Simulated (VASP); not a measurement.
Crystal: LiSi2N2.

```
Li Si N
1.0
     3.42224    0.00000    0.00000
    -1.71112    2.96375    0.00000
     0.00000    0.00000    5.61446
Li Si N
1 2 2
Direct
  0.00000 0.00000 0.00000
  0.33333 0.66667 0.22650
  0.66667 0.33333 0.77350
  0.33333 0.66667 0.60700
  0.66667 0.33333 0.39300
```

The cell was built from a structure type or drawn by symmetry, and may not be a known phase.

| Quantity | Value |
| --- | --- |
| Program | VASP 6.6.1 |
| Task | relaxation of cell and atoms |
| Functional | PBE |
| Potentials or basis | VASP PAW PBE potentials, release 64 (Li_sv, Si, N_h) |
| Cutoff | 910 eV |
| k mesh | 6 × 6 × 4 |
| Occupations | gaussian, width 0.1 eV |
| Spin | no spin polarisation |

At the start: pressure -6.8 GPa; volume 11.39 Å³/atom.

Problem. How do energy, volume and symmetry change on relaxing?

Solution. Over 13 steps the energy falls by 971.5 meV/atom and the volume is 11.88 Å³/atom (+4.3 %); space group P-3m1 (No. 164, to 0.1 Å) before and after.

The path:
```csv
step,energy change (eV),largest force (eV/Å),pressure (GPa),volume (Å³)
1,0.0000,5.7463,-6.79,56.95
2,-3.3819,2.8899,0.18,53.06
3,-3.7010,0.9916,7.26,51.69
4,-4.1431,1.0471,2.50,55.03
5,-4.3351,1.3442,-0.80,58.91
6,-4.6402,0.1737,-0.56,59.46
7,-4.6944,0.6601,-0.28,59.69
8,-4.8405,0.2566,-0.83,59.63
9,-4.8542,0.2400,-0.32,59.48
10,-4.8544,0.2377,-0.42,59.50
11,-4.8548,0.1888,0.69,59.07
12,-4.8573,0.0495,0.15,59.28
13,-4.8576,0.0255,-0.34,59.40
```

Final structure:
```cif
data_structure
_symmetry_space_group_name_H-M 'P 1'
_symmetry_Int_Tables_number 1
_cell_length_a 3.1195
_cell_length_b 3.1195
_cell_length_c 7.0476
_cell_angle_alpha 90.000
_cell_angle_beta 90.000
_cell_angle_gamma 120.000
_cell_volume 59.40
loop_
_atom_site_label
_atom_site_type_symbol
_atom_site_fract_x
_atom_site_fract_y
_atom_site_fract_z
_atom_site_occupancy
Li1 Li 0.00000 0.00000 0.00000 1
Si1 Si 0.33333 0.66667 0.32322 1
Si2 Si 0.66667 0.33333 0.67678 1
N1 N 0.33333 0.66667 0.61686 1
N2 N 0.66667 0.33333 0.38314 1
```

Caveat: the cutoff is under 1.25 times the usual one of these potentials, so pressure, stress and relaxed cells hold a basis-set (Pulay) error; a cell axis changed by over 15 % at a fixed basis, so the end point is rough.
